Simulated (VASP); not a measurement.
Here is a VASP 6.6.1 calculation.

The input POSCAR:

```
Ag
1.0
    2.9685570532      0.0000000000      0.0000000000
   -1.4842785266      2.5708458207      0.0000000000
    0.0000000000      0.0000000000      4.8530335443
Ag
2
Direct
    0.6666666667      0.3333333333      0.7500000000
    0.3333333333      0.6666666667      0.2500000000
```

The input INCAR.step1:

```
ALGO = Normal
EDIFF = 1E-4
ENCUT = 520
GGA = PE
ISMEAR = -1
LASPH = T
LCHARG = F
LREAL = F
LWAVE = T
NBANDS = 18
NELM = 60
PREC = Accurate
SIGMA = 0.05
```

The input INCAR.step2:

```
ALGO = Normal
EDIFF = 1E-7
ENCUT = 520
ISIF = 2
ISMEAR = -1
ISTART = 1
LASPH = T
LCHARG = F
LMIXTAU = T
LREAL = F
LWAVE = F
METAGGA = R2SCAN
NBANDS = 18
NELM = 60
PREC = Accurate
SIGMA = 0.05
```

Contents of KPOINTS:

```
k-points
0
Gamma
  10 10 6
```

Potentials or basis: VASP PAW PBE potentials, release 64 (Ag).

Command:

```console
$ cat potpaw_PBE.64/Ag/POTCAR > POTCAR
$ cp INCAR.step1 INCAR
$ mpirun -np 1 vasp_std > vasp.out
$ cp INCAR.step2 INCAR
$ mpirun -np 1 vasp_std > vasp.out
```

Q: Predict the band gap on the k mesh.

A: Zero (band 11 reaches 10.42 eV, above the bottom of band 12 at 3.70 eV).

Q: Estimate the pressure.

A: -5.5 GPa.

Stress tensor (GPa, compression positive):
```
-5.20  0.00  0.00
 0.00 -5.20  0.00
 0.00  0.00 -5.95
```

Caveat: the PAW data sets were made with another functional, which shifts forces and pressure a little.
